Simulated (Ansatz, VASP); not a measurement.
**Hf: VASP beside Ansatz**

```xyz
2
Lattice="3.4365 0.0000 0.0000 -1.7182 2.5608 0.0000 0.0000 0.0000 5.0578" Properties=species:S:1:pos:R:3 pbc="T T T"
Hf    0.0000    1.7072    1.2645
Hf    1.7182    0.8536    3.7934
```

Change from the starting cell: strain +0.0750 x Voigt [1, -1, 0, 0, 0, 0], atoms carried along.

Alike in both runs: task single point; functional PBE; k mesh 18 × 18 × 10; occupations gaussian, width 0.15 eV; no spin polarisation.

```csv
,VASP,Ansatz
version,VASP 6.6.1,Ansatz 0.2.0
potentials or method,"VASP PAW PBE potentials, release 64 (Hf_pv), cutoff 520 eV","scalar-relativistic, plane waves, PAW"
valence electrons in the cell,20,52
```

|  | VASP | Ansatz | Ansatz less VASP |
| --- | --- | --- | --- |
| gap on the k mesh at the Fermi level (eV) | none | none | - |
| pressure (GPa) | 1.3 | 1.7 | +0.35 |
| traceless stress, the component that is largest in VASP (GPa) | 7.86 | 7.79 | -0.067 |
| rms of the force components (eV/Å) | 0.262 | 0.265 | +0.0029 |

Atom by atom the forces differ by 0.003 eV/Å (rms over components). A gap of «none» marks a metal or a gap that the smearing closes. VASP's potentials hold 20 valence electrons a cell and Ansatz's 52, so a difference there can come from the potentials and not from the codes.

Neither program's run includes spin-orbit coupling.
